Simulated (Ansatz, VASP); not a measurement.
**One calculation of TiC, two programs**

The input INCAR:

```
  PREC = Accurate
  ENCUT = 520
  EDIFF = 1E-6
  ISMEAR = 0
  SIGMA = 0.026000000000000002
  LREAL = F
  LASPH = T
  NELM = 100
  ALGO = Normal
  ISIF = 2
  LWAVE = F
  LCHARG = T
  GGA = PE
  LELF = T
  LVHAR = T
  NBANDS = 15
```

KPOINTS

```
Automatic mesh
0
Gamma
  11 11 11
```

POSCAR

```
TiC
1.0
    0.0000000000      2.1657188437      2.1657188437
    2.1657188437      0.0000000000      2.1657188437
    2.1657188437      2.1657188437      0.0000000000
Ti C
1 1
Direct
    0.0000000000      0.0000000000      0.0000000000
    0.5000000000      0.5000000000      0.5000000000
```

The input input.yaml:

```yaml
crystal:
  lattice:
    - [0.0, 2.1657188437, 2.1657188437]
    - [2.1657188437, 0.0, 2.1657188437]
    - [2.1657188437, 2.1657188437, 0.0]
  atoms:
    - { symbol: Ti, position: [0.0, 0.0, 0.0] }
    - { symbol: C, position: [0.5, 0.5, 0.5] }
hamiltonian:
  xc: pbe
  pseudopotentials: { kind: paw }
kpoints:
  mp_grid: { grid: [11, 11, 11] }
scf:
  occupations: { method: gaussian, width: 0.026 }
output:
  forces: true
  stress: true
  eigenvalues: true
```

Alike in both runs: task single point; functional PBE; k mesh 11 × 11 × 11; occupations gaussian, width 0.026 eV; no spin polarisation.

|  | VASP | Ansatz |
| --- | --- | --- |
| version | VASP 6.6.1 | Ansatz 0.2.0 |
| potentials or method | VASP PAW PBE potentials, release 64 (Ti_sv, C) | Ansatz PAW |
| plane-wave cutoff (eV) | 520 | 420 |
| valence electrons in the cell | 16 | 16 |

Ansatz gave:

- gap on the k mesh at the Fermi level (eV): none
- pressure (GPa): 0.3

Q: Estimate VASP's values.

A: gap on the k mesh at the Fermi level (eV): none; pressure (GPa): 0.5.

A gap of «none» marks a metal or a gap that the smearing closes. With one functional, cell and mesh, what is left measures potentials, basis and numerics.
